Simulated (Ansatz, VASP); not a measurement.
**One calculation of In2GeS2, two programs**

The input INCAR:

```
SYSTEM = In2GeS2
PREC = Accurate
ENCUT = 600
EDIFF = 1E-6
ISMEAR = 0
SIGMA = 0.1
LREAL = .False.
LASPH = .True.
NELM = 100
ALGO = Normal
ISIF = 3
LWAVE = .False.
LCHARG = .False.
GGA = PE
IBRION = 2
NSW = 90
EDIFFG = -0.04
```

File KPOINTS:

```
Automatic mesh
0
Gamma
  6 6 2
  0 0 0
```

File POSCAR:

```
In2GeS2
1.0
    4.1142565900      0.0000000000      0.0000000000
   -2.0571283000      3.5630507300      0.0000000000
    0.0000000000      0.0000000000      8.3259356500
In Ge S
2 1 2
Direct
    0.3333333300      0.6666666700      0.2054603200
    0.3333333300      0.6666666700      0.7945396800
    0.0000000000      0.0000000000      0.5000000000
    0.6666666700      0.3333333300      0.0000000000
    0.0000000000      0.0000000000      0.0000000000
```

Input for Ansatz:

```yaml
crystal:
  lattice:
    - [4.11425659, 0.0, 0.0]
    - [-2.0571283, 3.56305073, 0.0]
    - [0.0, 0.0, 8.32593565]
  atoms:
    - { symbol: In, position: [0.33333333, 0.66666667, 0.20546032] }
    - { symbol: In, position: [0.33333333, 0.66666667, 0.79453968] }
    - { symbol: Ge, position: [0.0, 0.0, 0.5] }
    - { symbol: S, position: [0.66666667, 0.33333333, 0.0] }
    - { symbol: S, position: [0.0, 0.0, 0.0] }
basis:
  ecutwfc: 420
kpoints:
  mp_grid: { grid: [6, 6, 2] }
hamiltonian:
  xc: pbe
scf:
  occupations: { method: gaussian, width: 0.1 }
  lower_state_search: "off"
output:
  forces: true
  stress: true
  eigenvalues: true
relax:
  adjacent_minimum: "off"
  f_tol: 0.04
  max_steps: 70
  cell: { stress_tol: 0.4 }
```

Change from the starting cell: species swapped into the La2Cu2I type (P-6m2, No. 187).

Alike in both runs: task relaxation of cell and atoms; functional PBE; k mesh 6 × 6 × 2; occupations gaussian, width 0.1 eV; no spin polarisation.

```csv
,VASP,Ansatz
version,VASP 6.6.1,Ansatz 0.2.0
potentials or method,"VASP PAW PBE potentials, release 64 (In_d, Ge_d, S), cutoff 600 eV","scalar-relativistic, plane waves, PAW"
valence electrons in the cell,52,52
```

VASP gave:

- gap on the k mesh at the Fermi level, each at its own relaxed structure (eV): none
- relaxed volume (Å³/atom): 22.66
- relaxed cell length with the largest relative difference (Å): 6.716

Which values does Ansatz return?

gap on the k mesh at the Fermi level, each at its own relaxed structure (eV): none; relaxed volume (Å³/atom): 22.72; relaxed cell length with the largest relative difference (Å): 6.722.

A gap of «none» marks a metal or a gap that the smearing closes.

The k mesh is coarse, so the values compare programs but aren't converged.
